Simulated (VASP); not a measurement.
# ZnCo (P-6m2) in VASP: single point with LDA

Aim: the single point of ZnCo with LDA.

Program: VASP 6.6.1. These are calculated values, not measurements. Logs are shortened: lines on timing, memory, paths and dates and some standing lists are left out, and cuts for length are marked.

### 1 The cell of the first run

Symmetry: P-6m2, No. 187, hexagonal system. The conventional cell has a = 2.607 Å, b = 2.607 Å, c = 4.172 Å, α = 90.00°, β = 90.00°, γ = 120.00°. Zn (site symmetry -6m2) has 6 Co at 2.57 Å and 6 Zn at 2.61 Å within 3.4 Å. Co (site symmetry -6m2) has 6 Zn at 2.57 Å and 6 Co at 2.61 Å within 3.4 Å.

### 2 Single point, LDA, collinear spin, ferromagnetic start

INCAR

```
SYSTEM = ZnCo
ALGO = Normal
EDIFF = 1E-6
ENCUT = 520
GGA = CA
ISIF = 2
ISMEAR = 1
ISPIN = 2
LASPH = .TRUE.
LCHARG = .TRUE.
LELF = .TRUE.
LMAXMIX = 4
LORBIT = 11
LREAL = .FALSE.
LVHAR = .TRUE.
LWAVE = .FALSE.
MAGMOM = 0 3.2
NBANDS = 22
NELM = 150
PREC = Accurate
SIGMA = 0.05
```

KPOINTS

```
k-points
0
G
  10 10 6
  0 0 0
```

POSCAR

```
ZnCo
1.0
    2.6072240000      0.0000000000      0.0000000000
   -1.3036120000      2.2579220000      0.0000000000
    0.0000000000      0.0000000000      4.1716830000
Zn Co
1 1
Direct
    0.6666670000      0.3333330000      0.0000000000
    0.0000000000      0.0000000000      0.5000000000
```

Potentials or basis: VASP PAW LDA potentials, release 64 (Zn, Co).

On the command line:

```
> cat potpaw_LDA.64/Zn/POTCAR potpaw_LDA.64/Co/POTCAR > POTCAR
> mpirun -np 1 vasp_std > vasp.out
```

OUTCAR:

```text
SYSTEM = ZnCo
   EDIFF = 1E-6
   ENCUT = 520
   GGA = CA
   ISIF = 2
   ISMEAR = 1
   ISPIN = 2
   LASPH = .TRUE.
   LORBIT = 11
   LREAL = .FALSE.
   NELM = 150
   PREC = Accurate

 ion  position               nearest neighbor table
   1  0.667  0.333  0.000-   2 2.57   2 2.57   2 2.57   2 2.57   2 2.57   2 2.57
   2  0.000  0.000  0.500-   1 2.57   1 2.57   1 2.57   1 2.57   1 2.57   1 2.57

  LATTYP: Found a hexagonal cell.
 ALAT       =     2.6072240000
 C/A-ratio  =     1.6000477903

  Lattice vectors:

 A1 = (   2.6072240000,   0.0000000000,   0.0000000000)
 A2 = (  -1.3036120000,   2.2579220000,   0.0000000000)
 A3 = (   0.0000000000,   0.0000000000,   4.1716830000)

Analysis of symmetry for initial positions (statically):
=====================================================================
 Subroutine PRICEL returns:
 Original cell was already a primitive cell.

 Routine SETGRP: Setting up the symmetry group for a
 hexagonal supercell.

 Subroutine GETGRP returns: Found 12 space group operations
 (whereof 12 operations were pure point group operations)
 out of a pool of 24 trial point group operations.

The static configuration has the point symmetry D_3h.

Analysis of symmetry for dynamics (positions and initial velocities):
=====================================================================
 Subroutine PRICEL returns:
 Original cell was already a primitive cell.

 Routine SETGRP: Setting up the symmetry group for a
 hexagonal supercell.

 Subroutine GETGRP returns: Found 12 space group operations
 (whereof 12 operations were pure point group operations)
 out of a pool of 24 trial point group operations.

The dynamic configuration has the point symmetry D_3h.

Analysis of structural, dynamic, and magnetic symmetry:
=====================================================================
 Subroutine PRICEL returns:
 Original cell was already a primitive cell.

 Routine SETGRP: Setting up the symmetry group for a
 hexagonal supercell.

 Subroutine GETGRP returns: Found 12 space group operations
 (whereof 12 operations were pure point group operations)
 out of a pool of 24 trial point group operations.

The overall configuration has the point symmetry D_3h.

 Subroutine INISYM returns: Found 12 space group operations
 (whereof 12 operations are pure point group operations),
 and found     1 'primitive' translations

----------------------------------------------------------------------------------------

                                     Primitive cell

  volume of cell :      24.5583

  direct lattice vectors                    reciprocal lattice vectors
     2.607224000  0.000000000  0.000000000     0.383549707  0.221442548  0.000000000
    -1.303612000  2.257922000  0.000000000     0.000000000  0.442885095  0.000000000
     0.000000000  0.000000000  4.171683000     0.000000000  0.000000000  0.239711407

  length of vectors
     2.607224000  2.607223812  4.171683000     0.442885063  0.442885095  0.239711407

  position of ions in fractional coordinates (direct lattice)
     0.666667000  0.333333000  0.000000000
     0.000000000  0.000000000  0.500000000

  ion indices of the primitive-cell ions
   primitive index   ion index
                 1           1
                 2           2

----------------------------------------------------------------------------------------

 KPOINTS: k-points

Automatic generation of k-mesh.
 Grid dimensions read from file:
 generate k-points for:   10   10    6

 Generating k-lattice:

  Cartesian coordinates                     Fractional coordinates (reciprocal lattice)
     0.038354971  0.022144255  0.000000000     0.100000000 -0.000000000  0.000000000
     0.000000000  0.044288510  0.000000000     0.000000000  0.100000000  0.000000000
     0.000000000  0.000000000  0.039951901     0.000000000  0.000000000  0.166666667

  Length of vectors
     0.044288506  0.044288510  0.039951901

  Shift w.r.t. Gamma in fractional coordinates (k-lattice)
     0.000000000  0.000000000  0.000000000

 Subroutine IBZKPT returns following result:
 ===========================================

 Found     56 irreducible k-points:

 Following reciprocal coordinates:
            Coordinates               Weight
  0.000000  0.000000  0.000000      1.000000
  0.100000  0.000000  0.000000      6.000000
  0.200000  0.000000  0.000000      6.000000
  0.300000  0.000000  0.000000      6.000000
  0.400000  0.000000  0.000000      6.000000
  0.500000  0.000000  0.000000      3.000000
[... 16 lines left out ...]
  0.300000  0.100000  0.166667     24.000000
  0.400000  0.100000  0.166667     24.000000
 [... further k-points ...]
   k-points           NKPTS =     56   k-points in BZ     NKDIM =     56   number of bands    NBANDS=     22
   number of dos      NEDOS =    301   number of ions     NIONS =      2
   total plane-waves  NPLWV =  12800
   dimension x,y,z NGX =    20 NGY =   20 NGZ =   32
   dimension x,y,z NGXF=    40 NGYF=   40 NGZF=   64
   ions per type =               1   1
   NGX,Y,Z   is equivalent  to a cutoff of  12.75, 12.75, 12.75 a.u.
   NGXF,Y,Z  is equivalent  to a cutoff of  25.51, 25.51, 25.50 a.u.
 SYSTEM =  ZnCo
   PREC   = accura    normal or accurate (medium, high low for compatibility)
   ISTART =      0    job   : 0-new  1-cont  2-samecut
   ICHARG =      2    charge: 1-file 2-atom 10-const
   ISPIN  =      2    spin polarized calculation?
   LNONCOLLINEAR =      F non collinear calculations
   LSORBIT =      F    spin-orbit coupling
   LASPH  =      T    aspherical Exc in radial PAW
   ENCUT  =  520.0 eV  38.22 Ry    6.18 a.u.   4.85  4.85  7.76*2*pi/ulx,y,z
   NELM   =    150;   NELMIN=  2; NELMDL= -5     # of ELM steps
   EDIFF  = 0.1E-05   stopping-criterion for ELM
   LREAL  =      F    real-space projection
   EDIFFG = 0.1E-04   stopping-criterion for IOM
   NSW    =      0    number of steps for IOM
   IBRION =     -1    ionic relax: 0-MD 1-quasi-New 2-CG
   NFREE  =      0    steps in history (QN), initial steepest desc. (CG)
   ISIF   =      2    stress and relaxation
   ISYM   =      2    0-nonsym 1-usesym 2-fastsym
   POTIM  = 0.5000    time-step for ionic-motion
   TEBEG  =    0.0;   TEEND  =   0.0 temperature during run
   PSTRESS=    0.0 pullay stress
   NELECT =      21.0000    total number of electrons
   NUPDOWN=      -1.0000    fix difference up-down
   EMIN   =  10.00;   EMAX   =-10.00  energy-range for DOS
   EFERMI =   0.00;   METHOD = LEGACY
   ISMEAR =     1;   SIGMA  =   0.05  broadening in eV -4-tet -1-fermi 0-gaus
   EFERMI_NEDOS =   21; number of points for ismear=-14 and -15
   IALGO  =     38    algorithm
   IMIX   =      4    mixing-type and parameters
     AMIX     =   0.40;   BMIX     =  1.00
     AMIX_MAG =   1.60;   BMIX_MAG =  1.00
  volume/ion in A,a.u.               =      12.28        82.86
  Fermi-wavevector in a.u.,A,eV,Ry     =   1.553871  2.936391 32.851488  2.414516
  Thomas-Fermi vector in A             =   2.658039
   LORBIT       =     11    0 simple, 1 ext, 2 COOP (PROOUT), +10 PAW based schemes
   GGA     = CA    functional components
   LHFCALC =     F    Hartree Fock is set to
   AEXX    =    0.0000 exact exchange contribution
   IVDW    =     0    specifies the selected vdW correction
   LEPSILON=     F    determine dielectric tensor
   LRPA    =     F    only Hartree local field effects (RPA)
 spin polarized calculation
 Methfessel and Paxton  Order N= 1 SIGMA  =   0.05
  energy-cutoff  :      520.00
  volume of cell :       24.56
 maximum number of plane-waves:       675
 NGX is ok and might be reduce to    20
   NGX =  9   NGY =  9   NGZ = 15

 number of electron      20.9999999 magnetization       1.3028890

 Free energy of the ion-electron system (eV)
  ---------------------------------------------------
  ext. energy  EPLUGINS =         0.00000000
  ---------------------------------------------------
  free energy    TOTEN  =        -9.87423004 eV

  energy without entropy =       -9.87422032  energy(sigma->0) =       -9.87422680

 E-fermi :   6.0070     XC(G=0): -13.0455

 val. band max:        5.9909521957   @ k =   0.3000   0.2000   0.1667
 cond. band min:       6.0141705278   @ k =   0.4000   0.1000   0.5000
 fundamental gap:      0.0232183320
 Fermi energy:         6.0069911561

 spin component 1

 k-point     1 :       0.0000    0.0000    0.0000
  band No.  band energies     occupation
      1      -4.0866      1.00000
      2      -1.8887      1.00000
      3      -1.4023      1.00000
      4      -1.4023      1.00000
      5      -0.8412      1.00000
      6      -0.8412      1.00000
[... 14 lines left out ...]
     21      33.6767      0.00000
     22      33.7914      0.00000

 k-point     2 :       0.1000    0.0000    0.0000
  band No.  band energies     occupation
      1      -3.7759      1.00000
      2      -1.8150      1.00000
      3      -1.4458      1.00000
      4      -1.3257      1.00000
      5      -0.9477      1.00000
      6      -0.8595      1.00000
[... 542 lines left out ...]
 k-point    24 :       0.4000    0.1000    0.1667
  band No.  band energies     occupation
      1      -2.1176      1.00000
      2      -1.7230      1.00000
      3      -1.1559      1.00000
      4      -1.0749      1.00000
      5      -0.7279      1.00000
      6       2.0128      1.00000
[... 14 lines left out ...]
     21      31.2849      0.00000
     22      33.6539      0.00000

 [... further k-points ...]

 spin component 2

 k-point     1 :       0.0000    0.0000    0.0000
  band No.  band energies     occupation
      1      -4.0599      1.00000
      2      -1.8848      1.00000
      3      -1.4072      1.00000
      4      -1.4072      1.00000
      5      -0.8453      1.00000
      6      -0.8453      1.00000
[... 14 lines left out ...]
     21      33.8012      0.00000
     22      33.8026      0.00000

 k-point     2 :       0.1000    0.0000    0.0000
  band No.  band energies     occupation
      1      -3.7483      1.00000
      2      -1.8128      1.00000
      3      -1.4504      1.00000
      4      -1.3307      1.00000
      5      -0.9526      1.00000
      6      -0.8630      1.00000
[... 542 lines left out ...]
 k-point    24 :       0.4000    0.1000    0.1667
  band No.  band energies     occupation
      1      -2.1171      1.00000
      2      -1.7178      1.00000
      3      -1.1537      1.00000
      4      -1.0730      1.00000
      5      -0.7291      1.00000
      6       2.3471      1.00000
[... 14 lines left out ...]
     21      31.4341      0.00000
     22      33.7622      0.00000

 [... further k-points ...]
[... 5 lines left out ...]
  --------------------------------------------------------------------------------------
  -------------------------------------------------------------------------------------
  Total       -2.0564403     -2.0564399     -2.1312119     -0.0000000      0.0000000      0.0000000
  in kB     -134.1615614   -134.1615356   -139.0396395     -0.0000000      0.0000000      0.0000000
  external PRESSURE =    -135.7875788 kB  Pullay stress =       0.0000000 kB

 VOLUME and BASIS-vectors are now :
 -----------------------------------------------------------------------------
  energy-cutoff  :      520.00
  volume of cell :       24.56
      direct lattice vectors                 reciprocal lattice vectors
     2.607224000  0.000000000  0.000000000     0.383549707  0.221442548  0.000000000
    -1.303612000  2.257922000  0.000000000     0.000000000  0.442885095  0.000000000
     0.000000000  0.000000000  4.171683000     0.000000000  0.000000000  0.239711407

 POSITION                                       TOTAL-FORCE (eV/Angst)
 -----------------------------------------------------------------------------------
      1.30361      0.75264      0.00000         0.000000     -0.000000      0.000000
      0.00000      0.00000      2.08584        -0.000000      0.000000      0.000000
 -----------------------------------------------------------------------------------
    total drift:                               -0.000139      0.000080      0.000000

  FREE ENERGIE OF THE ION-ELECTRON SYSTEM (eV)
  ---------------------------------------------------
  free  energy   TOTEN  =        -9.8742300397 eV

  energy  without entropy=       -9.8742203234  energy(sigma->0) =       -9.87422680

 total charge

# of ion       s       p       d       tot
------------------------------------------
    1        0.627   0.565   9.743  10.935
    2        0.420   0.428   7.292   8.140
--------------------------------------------------
tot          1.047   0.992  17.035  19.075

 magnetization (x)

# of ion       s       p       d       tot
------------------------------------------
    1       -0.007  -0.020  -0.002  -0.029
    2       -0.005  -0.021   1.382   1.356
--------------------------------------------------
tot         -0.013  -0.040   1.380   1.327
```

Wall time 68 s (1 thread of Intel Xeon Platinum 8375C at 2.90GHz (Ice Lake), shared host); peak memory 0.16 GiB.

What came out:

```yaml
Free_energy: -9.8742 eV
Pressure: -13.6 GPa
Net_moment: 1.30 μB per cell
Site_moments: Zn -0.03; Co +1.36 μB
Valence_electrons_inside_the_program's_atomic_spheres: Zn 10.94; Co 8.14
```

Levels at points of the mesh, in eV from the Fermi level:
Spin up:
```tsv
k point	band 9	band 10	band 11	band 12	band 13	band 14
(0.00, 0.00, 0.00)	-1.91	-1.45	-1.05	-1.05	3.31	19.33
(0.50, 0.00, 0.00)	-1.48	-1.27	-0.37	1.27	6.84	7.27
(0.00, 0.00, 0.50)	-1.86	-1.86	-1.07	-1.07	11.57	12.43
(0.50, 0.00, 0.50)	-1.33	-1.19	-0.37	0.53	2.77	5.12
```
Spin down:
```
           k point  band 6  band 7  band 8  band 9  band 10  band 11  band 12  band 13  band 14  band 15
(0.00, 0.00, 0.00)   -6.85   -2.69   -1.41   -0.67    -0.67     0.34     0.34     3.82    19.40    19.40
(0.50, 0.00, 0.00)   -3.64   -2.06   -2.02   -1.25     0.08     1.02     2.14     7.01     7.37    10.22
(0.00, 0.00, 0.50)   -6.86   -6.58   -1.59   -0.63    -0.63     0.31     0.31    11.66    12.71    20.03
(0.50, 0.00, 0.50)   -2.99   -2.62   -1.09   -0.42    -0.13     0.72     1.02     3.32     5.68    13.53
```
